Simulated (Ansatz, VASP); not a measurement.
## Bi2Se3 in VASP and in Ansatz

```
CELL_PARAMETERS angstrom
2.09190 1.20776 9.64990
-2.09190 1.20776 9.64990
0.00000 -2.41551 9.64990
ATOMIC_POSITIONS crystal
Bi 0.39949 0.39949 0.39949
Bi 0.60051 0.60051 0.60051
Se 0.21411 0.21411 0.21411
Se 0.78589 0.78589 0.78589
Se 0.00000 0.00000 0.00000
```

Change from the starting cell: epitaxial_xy strain +1.0%.

Alike in both runs: task single point; functional PBE; k mesh 8 × 8 × 8; occupations fermi-dirac, width 0.02 eV; no spin polarisation.

|  | VASP | Ansatz |
| --- | --- | --- |
| version | VASP 6.6.1 | Ansatz 0.2.0 |
| potentials or method | VASP PAW PBE potentials, release 64 (Bi_d, Se) | plane waves, PAW |
| plane-wave cutoff (eV) | 520 | 420 |
| valence electrons in the cell | 48 | 78 |

Ansatz gave:

```
pressure (GPa)                                                : 1.5
traceless stress, the component that is largest in VASP (GPa) : 0.42
rms of the force components (eV/Å)                            : 0.068
```

Which values does VASP return?

Pressure (GPa): 1.6; traceless stress, the component that is largest in VASP (GPa): 0.42; rms of the force components (eV/Å): 0.073.

Atom by atom the forces differ by 0.005 eV/Å (rms over components). VASP's potentials hold 48 valence electrons a cell and Ansatz's 78, so a difference there can come from the potentials and not from the codes.

Neither program's run includes spin-orbit coupling.
